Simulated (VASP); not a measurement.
# Os2N (Pn-3m) in VASP: notebook

The runs below take Os2N through single point, relaxation of cell and atoms, with PBE.

Program: VASP 6.6.1. These are calculated values, not measurements. Logs are shortened: lines on timing, memory, paths and dates and some standing lists are left out, and cuts for length are marked.

### Step 1. The cell of the first run

It takes space group Pn-3m (No. 224, cubic). The conventional cell has a = 4.372 Å, b = 4.372 Å, c = 4.372 Å, α = 90.00°, β = 90.00°, γ = 90.00°. Os (site symmetry -3m) has 2 N at 1.89 Å within 2.5 Å. N (site symmetry -43m) has 4 Os at 1.89 Å within 2.5 Å.

### Step 2. Single point, PBE

File INCAR:

```
SYSTEM = Os2N
PREC = Accurate
ENCUT = 520
EDIFF = 1E-6
ISMEAR = 0
SIGMA = 0.1
LREAL = .False.
LASPH = .True.
NELM = 100
ALGO = Normal
ISIF = 2
LWAVE = .False.
LCHARG = .False.
GGA = PE
NBANDS = 30
```

File KPOINTS:

```
Automatic mesh
0
Gamma
  4 4 4
  0 0 0
```

File POSCAR:

```
Os2N
1.0
    4.3718206712      0.0000000000      0.0000000000
    0.0000000000      4.3718206712      0.0000000000
    0.0000000000      0.0000000000      4.3718206712
Os N
4 2
Direct
    0.2500000000      0.2500000000      0.2500000000
    0.2500000000      0.7500000000      0.7500000000
    0.7500000000      0.7500000000      0.2500000000
    0.7500000000      0.2500000000      0.7500000000
    0.0000000000      0.0000000000      0.0000000000
    0.5000000000      0.5000000000      0.5000000000
```

Potentials or basis: VASP PAW PBE potentials, release 64 (Os, N).

Launch:

```bash
cat potpaw_PBE.64/Os/POTCAR potpaw_PBE.64/N/POTCAR > POTCAR
mpirun -np 1 vasp_std > vasp.out
```

OUTCAR:

```text
SYSTEM = Os2N
   PREC = Accurate
   ENCUT = 520
   EDIFF = 1E-6
   ISMEAR = 0
   LREAL = .False.
   LASPH = .True.
   NELM = 100
   ISIF = 2
   GGA = PE

 ion  position               nearest neighbor table
   1  0.250  0.250  0.250-   5 1.89   6 1.89   4 3.09   2 3.09   3 3.09   2 3.09   4 3.09   2 3.09
                             3 3.09   2 3.09   3 3.09   4 3.09   4 3.09   3 3.09
   2  0.250  0.750  0.750-   5 1.89   6 1.89   4 3.09   1 3.09   3 3.09   1 3.09   3 3.09   1 3.09
                             4 3.09   1 3.09   3 3.09   4 3.09   3 3.09   4 3.09
   3  0.750  0.750  0.250-   5 1.89   6 1.89   4 3.09   1 3.09   2 3.09   2 3.09   4 3.09   1 3.09
                             4 3.09   4 3.09   1 3.09   2 3.09   2 3.09   1 3.09
   4  0.750  0.250  0.750-   5 1.89   6 1.89   3 3.09   1 3.09   2 3.09   1 3.09   3 3.09   2 3.09
                             3 3.09   3 3.09   1 3.09   2 3.09   1 3.09   2 3.09
   5  0.000  0.000  0.000-   1 1.89   2 1.89   3 1.89   4 1.89
   6  0.500  0.500  0.500-   1 1.89   2 1.89   3 1.89   4 1.89

  LATTYP: Found a simple cubic cell.
 ALAT       =     4.3718206712

  Lattice vectors:

 A1 = (   4.3718206712,   0.0000000000,   0.0000000000)
 A2 = (   0.0000000000,   4.3718206712,   0.0000000000)
 A3 = (   0.0000000000,   0.0000000000,   4.3718206712)

Analysis of symmetry for initial positions (statically):
=====================================================================
 Subroutine PRICEL returns:
 Original cell was already a primitive cell.

 Routine SETGRP: Setting up the symmetry group for a
 simple cubic supercell.

 Subroutine GETGRP returns: Found 48 space group operations
 (whereof 24 operations were pure point group operations)
 out of a pool of 48 trial point group operations.

The static configuration has the point symmetry T_d .
 The point group associated with its full space group is O_h .

Analysis of symmetry for dynamics (positions and initial velocities):
=====================================================================
 Subroutine PRICEL returns:
 Original cell was already a primitive cell.

 Routine SETGRP: Setting up the symmetry group for a
 simple cubic supercell.

 Subroutine GETGRP returns: Found 48 space group operations
 (whereof 24 operations were pure point group operations)
 out of a pool of 48 trial point group operations.

The dynamic configuration has the point symmetry T_d .
 The point group associated with its full space group is O_h .

 Subroutine INISYM returns: Found 48 space group operations
 (whereof 24 operations are pure point group operations),
 and found     1 'primitive' translations

----------------------------------------------------------------------------------------

                                     Primitive cell

  volume of cell :      83.5578

  direct lattice vectors                    reciprocal lattice vectors
     4.371820671  0.000000000  0.000000000     0.228737653  0.000000000  0.000000000
     0.000000000  4.371820671  0.000000000     0.000000000  0.228737653  0.000000000
     0.000000000  0.000000000  4.371820671     0.000000000  0.000000000  0.228737653

  length of vectors
     4.371820671  4.371820671  4.371820671     0.228737653  0.228737653  0.228737653

  position of ions in fractional coordinates (direct lattice)
     0.250000000  0.250000000  0.250000000
     0.250000000  0.750000000  0.750000000
     0.750000000  0.750000000  0.250000000
     0.750000000  0.250000000  0.750000000
     0.000000000  0.000000000  0.000000000
     0.500000000  0.500000000  0.500000000

  ion indices of the primitive-cell ions
   primitive index   ion index
                 1           1
                 2           2
                 3           3
                 4           4
                 5           5
                 6           6

----------------------------------------------------------------------------------------

 KPOINTS: Automatic mesh

Automatic generation of k-mesh.
 Grid dimensions read from file:
 generate k-points for:    4    4    4

 Generating k-lattice:

  Cartesian coordinates                     Fractional coordinates (reciprocal lattice)
     0.057184413  0.000000000  0.000000000     0.250000000  0.000000000  0.000000000
     0.000000000  0.057184413  0.000000000     0.000000000  0.250000000  0.000000000
     0.000000000  0.000000000  0.057184413     0.000000000  0.000000000  0.250000000

  Length of vectors
     0.057184413  0.057184413  0.057184413

  Shift w.r.t. Gamma in fractional coordinates (k-lattice)
     0.000000000  0.000000000  0.000000000

 Subroutine IBZKPT returns following result:
 ===========================================

 Found     10 irreducible k-points:

 Following reciprocal coordinates:
            Coordinates               Weight
  0.000000  0.000000  0.000000      1.000000
  0.250000  0.000000  0.000000      6.000000
  0.500000  0.000000  0.000000      3.000000
  0.250000  0.250000  0.000000     12.000000
  0.500000  0.250000  0.000000     12.000000
  0.500000  0.500000  0.000000      3.000000
  0.250000  0.250000  0.250000      8.000000
  0.500000  0.250000  0.250000     12.000000
  0.500000  0.500000  0.250000      6.000000
  0.500000  0.500000  0.500000      1.000000
   k-points           NKPTS =     10   k-points in BZ     NKDIM =     10   number of bands    NBANDS=     30
   number of dos      NEDOS =    301   number of ions     NIONS =      6
   total plane-waves  NPLWV =  46656
   dimension x,y,z NGX =    36 NGY =   36 NGZ =   36
   dimension x,y,z NGXF=    72 NGYF=   72 NGZF=   72
   ions per type =               4   2
   NGX,Y,Z   is equivalent  to a cutoff of  13.69, 13.69, 13.69 a.u.
   NGXF,Y,Z  is equivalent  to a cutoff of  27.38, 27.38, 27.38 a.u.
 SYSTEM =  Os2N
   PREC   = accura    normal or accurate (medium, high low for compatibility)
   ISTART =      0    job   : 0-new  1-cont  2-samecut
   ICHARG =      2    charge: 1-file 2-atom 10-const
   ISPIN  =      1    spin polarized calculation?
   LNONCOLLINEAR =      F non collinear calculations
   LSORBIT =      F    spin-orbit coupling
   LASPH  =      T    aspherical Exc in radial PAW
   ENCUT  =  520.0 eV  38.22 Ry    6.18 a.u.   8.13  8.13  8.13*2*pi/ulx,y,z
   NELM   =    100;   NELMIN=  2; NELMDL= -5     # of ELM steps
   EDIFF  = 0.1E-05   stopping-criterion for ELM
   LREAL  =      F    real-space projection
   EDIFFG = 0.1E-04   stopping-criterion for IOM
   NSW    =      0    number of steps for IOM
   IBRION =     -1    ionic relax: 0-MD 1-quasi-New 2-CG
   NFREE  =      0    steps in history (QN), initial steepest desc. (CG)
   ISIF   =      2    stress and relaxation
   ISYM   =      2    0-nonsym 1-usesym 2-fastsym
   POTIM  = 0.5000    time-step for ionic-motion
   TEBEG  =    0.0;   TEEND  =   0.0 temperature during run
   PSTRESS=    0.0 pullay stress
   NELECT =      42.0000    total number of electrons
   NUPDOWN=      -1.0000    fix difference up-down
   EMIN   =  10.00;   EMAX   =-10.00  energy-range for DOS
   EFERMI =   0.00;   METHOD = LEGACY
   ISMEAR =     0;   SIGMA  =   0.10  broadening in eV -4-tet -1-fermi 0-gaus
   EFERMI_NEDOS =   21; number of points for ismear=-14 and -15
   IALGO  =     38    algorithm
   IMIX   =      4    mixing-type and parameters
     AMIX     =   0.40;   BMIX     =  1.00
     AMIX_MAG =   1.60;   BMIX_MAG =  1.00
  volume/ion in A,a.u.               =      13.93        93.98
  Fermi-wavevector in a.u.,A,eV,Ry     =   1.301654  2.459770 23.052397  1.694303
  Thomas-Fermi vector in A             =   2.432774
   LORBIT       =      0    0 simple, 1 ext, 2 COOP (PROOUT), +10 PAW based schemes
   GGA     = PE    functional components
   LHFCALC =     F    Hartree Fock is set to
   AEXX    =    0.0000 exact exchange contribution
   IVDW    =     0    specifies the selected vdW correction
   LEPSILON=     F    determine dielectric tensor
   LRPA    =     F    only Hartree local field effects (RPA)
 non-spin polarized calculation
 Gauss-broadening in eV      SIGMA  =   0.10
  energy-cutoff  :      520.00
  volume of cell :       83.56
 maximum number of plane-waves:      2301
 NGX is ok and might be reduce to    36
   NGX = 17   NGY = 17   NGZ = 17

 number of electron      41.9999988 magnetization

 Free energy of the ion-electron system (eV)
  ---------------------------------------------------
  ext. energy  EPLUGINS =         0.00000000
  ---------------------------------------------------
  free energy    TOTEN  =       -53.95220255 eV

  energy without entropy =      -53.90847618  energy(sigma->0) =      -53.93033937

 E-fermi :   6.8963     XC(G=0): -12.5666

 val. band max:        6.7990949045   @ k =   0.5000   0.2500   0.2500
 cond. band min:       6.9106940982   @ k =   0.2500   0.2500   0.2500
 fundamental gap:      0.1115991937
 Fermi energy:         6.8963216887

 k-point     1 :       0.0000    0.0000    0.0000
  band No.  band energies     occupation
      1     -11.9122      2.00000
      2      -8.6758      2.00000
      3      -2.6859      2.00000
      4      -2.6859      2.00000
      5      -2.6859      2.00000
      6      -0.2271      2.00000
[... 22 lines left out ...]
     29      11.0231      0.00000
     30      11.0231      0.00000

 k-point     2 :       0.2500    0.0000    0.0000
  band No.  band energies     occupation
      1     -11.5448      2.00000
      2      -9.3247      2.00000
      3      -2.2754      2.00000
      4      -2.2754      2.00000
      5      -1.9741      2.00000
      6       0.1499      2.00000
[... 22 lines left out ...]
     29      10.6007      0.00000
     30      13.4587      0.00000

 k-point     3 :       0.5000    0.0000    0.0000
  band No.  band energies     occupation
      1     -10.5556      2.00000
      2     -10.5556      2.00000
      3      -1.5473      2.00000
      4      -1.5473      2.00000
      5      -0.5419      2.00000
      6      -0.5419      2.00000
[... 220 lines left out ...]
     29      11.5437      0.00000
     30      11.8768      0.00000

 k-point    10 :       0.5000    0.5000    0.5000
  band No.  band energies     occupation
      1     -11.7224      2.00000
      2      -8.7921      2.00000
      3      -2.3888      2.00000
      4      -2.3888      2.00000
      5      -2.3888      2.00000
      6       1.5701      2.00000
[... 22 lines left out ...]
     29       9.5795      0.00000
     30       9.5795      0.00000

------------------------ aborting loop because EDIFF is reached ----------------------------------------

  FORCE on cell =-STRESS in cart. coord.  units (eV):
  Direction    XX          YY          ZZ          XY          YZ          ZX
  --------------------------------------------------------------------------------------
  -------------------------------------------------------------------------------------
  Total        1.4701476      1.4701476      1.4701476     -0.0000000     -0.0000000      0.0000000
  in kB       28.1893139     28.1893139     28.1893139     -0.0000000     -0.0000000      0.0000000
  external PRESSURE =      28.1893139 kB  Pullay stress =       0.0000000 kB

 VOLUME and BASIS-vectors are now :
 -----------------------------------------------------------------------------
  energy-cutoff  :      520.00
  volume of cell :       83.56
      direct lattice vectors                 reciprocal lattice vectors
     4.371820671  0.000000000  0.000000000     0.228737653  0.000000000  0.000000000
     0.000000000  4.371820671  0.000000000     0.000000000  0.228737653  0.000000000
     0.000000000  0.000000000  4.371820671     0.000000000  0.000000000  0.228737653

 POSITION                                       TOTAL-FORCE (eV/Angst)
 -----------------------------------------------------------------------------------
      1.09296      1.09296      1.09296         0.000000      0.000000     -0.000000
      1.09296      3.27887      3.27887         0.000000     -0.000000      0.000000
      3.27887      3.27887      1.09296        -0.000000      0.000000     -0.000000
      3.27887      1.09296      3.27887         0.000000      0.000000     -0.000000
      0.00000      0.00000      0.00000        -0.000000     -0.000000     -0.000000
      2.18591      2.18591      2.18591        -0.000000     -0.000000     -0.000000
 -----------------------------------------------------------------------------------
    total drift:                                0.000000      0.000000      0.000000

  FREE ENERGIE OF THE ION-ELECTRON SYSTEM (eV)
  ---------------------------------------------------
  free  energy   TOTEN  =       -53.9522025510 eV

  energy  without entropy=      -53.9084761812  energy(sigma->0) =      -53.93033937
```

Run time: 12 s. Hardware: 1 thread of Intel Xeon 6975P-C (Granite Rapids), shared host; peak memory 0.2 GiB.

What came out:

| Property | Result |
| --- | --- |
| Free energy | -53.9522 eV |
| Pressure | 2.8 GPa |
| Band gap on the k mesh | zero (bands 21 and 22 overlap by 0.99 eV) |

Levels at points of the mesh, in eV from the Fermi level:
| k point | band 18 | band 19 | band 20 | band 21 | band 22 | band 23 | band 24 | band 25 |
| --- | --- | --- | --- | --- | --- | --- | --- | --- |
| (0.00, 0.00, 0.00) | -0.50 | -0.50 | 0.24 | 0.24 | 0.24 | 0.93 | 0.93 | 1.06 |
| (0.50, 0.00, 0.00) | -1.37 | -1.28 | -1.28 | -0.36 | -0.36 | 0.43 | 0.43 | 1.48 |
| (0.50, 0.50, 0.00) | -1.89 | -0.84 | -0.84 | -0.73 | -0.73 | 0.70 | 0.70 | 1.45 |
| (0.50, 0.50, 0.50) | -0.71 | -0.71 | 0.26 | 0.26 | 0.26 | 0.78 | 0.78 | 2.12 |

Caveat: spin-orbit coupling is left out, which moves the levels of the heavy elements.

[end of part 1 of 2]
